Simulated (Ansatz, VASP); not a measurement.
## Two plane-wave programs on MgO

```
Mg O
1.0
     2.08062   -2.08062    0.00000
     2.08062    0.00000   -2.08062
     9.18850    9.18850    9.18850
Mg O
6 6
Cartesian
  5.2015 1.0403 3.1209
  3.1209 1.0403 1.0403
  7.2822 3.1209 3.1209
  11.4434 5.2015 5.2015
  7.2822 5.2015 5.2015
  3.1209 -1.0403 -1.0403
  5.2015 1.0403 1.0403
  1.0403 1.0403 1.0403
  5.2015 3.1209 3.1209
  9.3628 5.2015 5.2015
  9.3628 3.1209 3.1209
  9.3628 7.2822 7.2822
```

Alike in both runs: task single point; functional LDA; k mesh 9 × 9 × 2; occupations gaussian, width 0.05 eV; no spin polarisation.

|  | VASP | Ansatz |
| --- | --- | --- |
| version | VASP 6.6.1 | Ansatz 0.2.0 |
| potentials or method | VASP PAW LDA potentials, release 64 (Mg, O), cutoff 520 eV | scalar-relativistic, plane waves, PAW |
| valence electrons in the cell | 48 | 96 |

```csv
,VASP,Ansatz,Ansatz less VASP
gap on the k mesh at the Fermi level (eV),none,none,-
pressure (GPa),-3.0,-1.5,+1.56
"traceless stress, the component that is largest in VASP (GPa)",-3.89,-3.93,-0.039
rms of the force components (eV/Å),0.583,0.589,+0.0063
```

Ansatz warns that its potentials were made for another functional, while VASP's fit it. LDA's correlation is that of Perdew and Zunger in VASP and of Perdew and Wang (1992) in Ansatz. Atom by atom the forces differ by 0.009 eV/Å (rms over components). A gap of «none» marks a metal or a gap that the smearing closes. VASP's potentials hold 48 valence electrons a cell and Ansatz's 96, so a difference there can come from the potentials and not from the codes.
